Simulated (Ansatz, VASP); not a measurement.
# HfC in VASP and in Ansatz

Contents of INCAR:

```
  PREC = Accurate
  ENCUT = 520
  EDIFF = 1E-6
  ISMEAR = -1
  SIGMA = 0.05
  LREAL = False
  LASPH = True
  NELM = 60
  ALGO = Normal
  ISIF = 2
  LWAVE = False
  LCHARG = False
  NBANDS = 14
```

The input KPOINTS:

```
regular mesh
0
Gamma
  14 14 14
```

Contents of POSCAR:

```
HfC
1.0
    0.0000000000      2.2702394045      2.2702394045
    2.2702394045      0.0000000000      2.2702394045
    2.2702394045      2.2702394045      0.0000000000
Hf C
1 1
Direct
    0.0000000000      0.0000000000      0.0000000000
    0.5000000000      0.5000000000      0.5000000000
```

Input for Ansatz:

```yaml
crystal:
  lattice:
    - [0.0, 2.2702394045, 2.2702394045]
    - [2.2702394045, 0.0, 2.2702394045]
    - [2.2702394045, 2.2702394045, 0.0]
  atoms:
    - { symbol: Hf, position: [0.0, 0.0, 0.0] }
    - { symbol: C, position: [0.5, 0.5, 0.5] }
kpoints:
  mp_grid: { grid: [14, 14, 14] }
scf:
  occupations: { method: fermi_dirac, width: 0.05 }
hamiltonian:
  xc: lda
  pseudopotentials: { kind: all_electron, lapw: { basis_error: 0.0005 } }
output:
  forces: true
  stress: true
  eigenvalues: true
```

Change from the starting cell: volume scaled by 0.9405.

Alike in both runs: task single point; functional LDA; k mesh 14 × 14 × 14; occupations fermi-dirac, width 0.05 eV; no spin polarisation.

|  | VASP | Ansatz |
| --- | --- | --- |
| version | VASP 6.6.1 | Ansatz 0.2.0 |
| potentials or method | VASP PAW LDA potentials, release 64 (Hf_pv, C), cutoff 520 eV | all-electron LAPW, scalar-relativistic |

Ansatz gave:

```
pressure (GPa) : 5.9
```

Question: Estimate VASP's values.

Answer: Pressure (GPa): 6.6.

LDA's correlation is that of Perdew and Zunger in VASP and of Perdew and Wang (1992) in Ansatz. Ansatz ran all-electron here, and VASP with PAW potentials.

Spin-orbit coupling is off throughout.
